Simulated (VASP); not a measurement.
Input of a VASP 6.6.1 run:

The input INCAR:

```
SYSTEM = Ge
ALGO = Normal
EDIFF = 1E-7
EDIFFG = -0.04
ENCUT = 600
GGA = PE
IBRION = 2
ISIF = 3
ISMEAR = 0
LASPH = .TRUE.
LCHARG = .FALSE.
LREAL = .FALSE.
LWAVE = .FALSE.
NELM = 100
NSW = 90
PREC = Accurate
SIGMA = 0.1
```

The input KPOINTS:

```
k-points
0
G
  9 9 6
  0 0 0
```

The input POSCAR:

```
Ge
1.0
    2.8484788157      0.0000000000      0.0000000000
   -1.4242394078      2.4668550165      0.0000000000
    0.0000000000      0.0000000000      2.8058671569
Ge
1
Direct
    0.0000000000      0.0000000000      0.0000000000
```

Potentials or basis: VASP PAW PBE potentials, release 64 (Ge_d).

Launch:

```console
$ cat potpaw_PBE.64/Ge_d/POTCAR > POTCAR
$ mpirun -np 1 vasp_std > vasp.out
```

(1) Estimate the space group after relaxing (to 0.1 Å).

(2) Estimate the band gap on the k mesh.

Results:

(1) P6/mmm (No. 191).

(2) zero (bands 7 and 8 overlap by 10.18 eV).

Caveat: the k points lie up to 0.39 Å⁻¹ apart in the final cell, too coarse for converged energies and pressures of a metal.
